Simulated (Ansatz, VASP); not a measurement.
Two plane-wave programs on H3C2N

```
C N H
1.0
     8.05175    0.00000    0.00000
     0.00000    8.05175    0.00000
     0.00000    0.00000    8.05175
C N H
12 6 18
Direct
  0.81764 0.74751 0.28304
  0.67541 0.63725 0.28653
  0.21165 0.10114 0.90771
  0.25384 0.00848 0.05560
  0.63483 0.38474 0.90519
  0.79813 0.38272 0.98058
  0.04792 0.16713 0.42426
  0.17466 0.25918 0.51180
  0.58420 0.13783 0.39375
  0.58678 0.06871 0.55962
  0.24567 0.64381 0.83342
  0.11422 0.71951 0.73677
  0.56255 0.54732 0.28726
  0.28818 0.93453 0.17485
  0.92799 0.38041 0.04368
  0.27803 0.32951 0.58369
  0.58722 0.01409 0.69332
  0.00985 0.78220 0.65916
  0.85708 0.77922 0.40992
  0.92136 0.68560 0.21966
  0.78628 0.86115 0.21445
  0.17008 0.22637 0.94163
  0.31966 0.10801 0.82491
  0.11018 0.03864 0.84142
  0.54333 0.42036 0.99996
  0.63139 0.47522 0.80323
  0.60544 0.26125 0.85508
  0.99952 0.24145 0.32039
  0.10251 0.05220 0.37506
  0.94750 0.13445 0.51049
  0.54405 0.26823 0.39769
  0.70835 0.13268 0.33803
  0.49693 0.06663 0.31656
  0.20245 0.62013 0.96049
  0.28082 0.52645 0.77309
  0.35401 0.72657 0.83778
```

Alike in both runs: functional PBE; dispersion D3(BJ); k mesh 1 × 1 × 1; occupations fermi-dirac, width 0.05 eV; no spin polarisation.

Ansatz relaxed the structure, and its values are those at the end. VASP's run is a single point on that final structure, the one shown.

```csv
,VASP,Ansatz
version,VASP 6.6.1,Ansatz 0.2.0
potentials or method,"VASP PAW PBE potentials, release 64 (C_h, N_h, H_h), cutoff 1000 eV","scalar-relativistic, plane waves, PAW"
valence electrons in the cell,96,96
```

```csv
,VASP,Ansatz,Ansatz less VASP
rms of the force components (eV/Å),0.018,0.011,-0.0071
```
